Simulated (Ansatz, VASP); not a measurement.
ZnCu in VASP and in Ansatz

```
Zn Cu
1.0
     2.94500    0.00000    0.00000
     0.00000    2.94500    0.00000
     0.00000    0.00000    2.94500
Zn Cu
1 1
Cartesian
  1.4725 1.4725 1.4725
  0.0000 0.0000 0.0000
```

Alike in both runs: task relaxation of cell and atoms; functional LDA; k mesh 9 × 9 × 9; occupations fermi-dirac, width 0.05 eV; no spin polarisation.

|  | VASP | Ansatz |
| --- | --- | --- |
| version | VASP 6.6.1 | Ansatz 0.2.0 |
| potentials or method | VASP PAW LDA potentials, release 64 (Zn, Cu_sv_GW) | Ansatz PAW |
| plane-wave cutoff (eV) | 820 | 420 |
| valence electrons in the cell | 31 | 31 |

|  | VASP | Ansatz | Ansatz less VASP |
| --- | --- | --- | --- |
| gap on the k mesh at the Fermi level, each at its own relaxed structure (eV) | none | none | - |
| relaxed volume (Å³/atom) | 11.88 | 11.84 | -0.043 |
| relaxed length of the cell vector where the two differ most in proportion (Å) | 2.875 | 2.871 | -0.0035 |

LDA's correlation is that of Perdew and Zunger in VASP and of Perdew and Wang (1992) in Ansatz. A gap of «none» marks a metal or a gap that the smearing closes.

Noted on Ansatz's run: the plane-wave basis is chosen anew once the cell has moved, so the energies of steps on either side of that aren't comparable.
